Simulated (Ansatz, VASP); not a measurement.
## Ti in VASP and in Ansatz

The input INCAR:

```
PREC     = Accurate       # precision mode
ENCUT    = 520            # plane-wave cutoff, eV
EDIFF    = 1E-6           # SCF threshold, eV
ISMEAR   = -1             # smearing method
SIGMA    = 0.05           # smearing width, eV
LREAL    = False          # projectors in reciprocal space
LASPH    = True           # aspherical terms in the spheres
NELM     = 80             # most SCF steps
ALGO     = Normal         # electronic algorithm
ISIF     = 2              # what is computed and relaxed
LWAVE    = False          # write WAVECAR
LCHARG   = True           # write CHGCAR
GGA      = PE             # functional
LELF     = True           # ELF
LVHAR    = True         
NBANDS   = 12             # bands
```

File KPOINTS:

```
regular mesh
0
Gamma
  15 15 15
```

POSCAR

```
Ti
1.0
    0.0000000000      2.0300000000      2.0909000000
    2.0300000000      0.0000000000      2.0909000000
    2.0300000000      2.0300000000      0.0000000000
Ti
1
Direct
    0.0000000000      0.0000000000      0.0000000000
```

Input for Ansatz:

```yaml
crystal:
  lattice:
    - [0.0, 2.03, 2.0909]
    - [2.03, 0.0, 2.0909]
    - [2.03, 2.03, 0.0]
  atoms:
    - { symbol: Ti, position: [0.0, 0.0, 0.0] }
kpoints:
  mp_grid: { grid: [15, 15, 15] }
  band_path:
    path:
      - [0.0, 0.0, 0.0]
      - [0.0, 0.5, 0.5]
      - [0.25, 0.75, 0.5]
      - [0.0, 0.5, 0.0]
      - [0.0, 0.0, 0.0]
      - [0.5, 0.5, 0.0]
      - [0.3678244886, 0.6321755114, 0.0]
      - [-0.3678244886, 0.3678244886, 0.0]
      - [0.0, 0.0, 0.0]
    npoints: 5
scf:
  occupations: { method: fermi_dirac, width: 0.05 }
hamiltonian:
  xc: pbe
  pseudopotentials: { kind: all_electron, lapw: { basis_error: 0.00025 } }
output:
  forces: true
  stress: true
  eigenvalues: true
```

Change from the starting cell: zz strain of +3 %.

Alike in both runs: task single point; functional PBE; k mesh 15 × 15 × 15; occupations fermi-dirac, width 0.05 eV; no spin polarisation.

```csv
,VASP,Ansatz
version,VASP 6.6.1,Ansatz 0.2.0
potentials or method,"VASP PAW PBE potentials, release 64 (Ti_sv), cutoff 520 eV","all-electron LAPW, scalar-relativistic"
```

|  | VASP | Ansatz | Ansatz less VASP |
| --- | --- | --- | --- |
| pressure (GPa) | 0.7 | 1.0 | +0.27 |
| traceless stress, the component that is largest in VASP (GPa) | -0.66 | -0.65 | +0.003 |

Ansatz ran all-electron here, and VASP with PAW potentials.
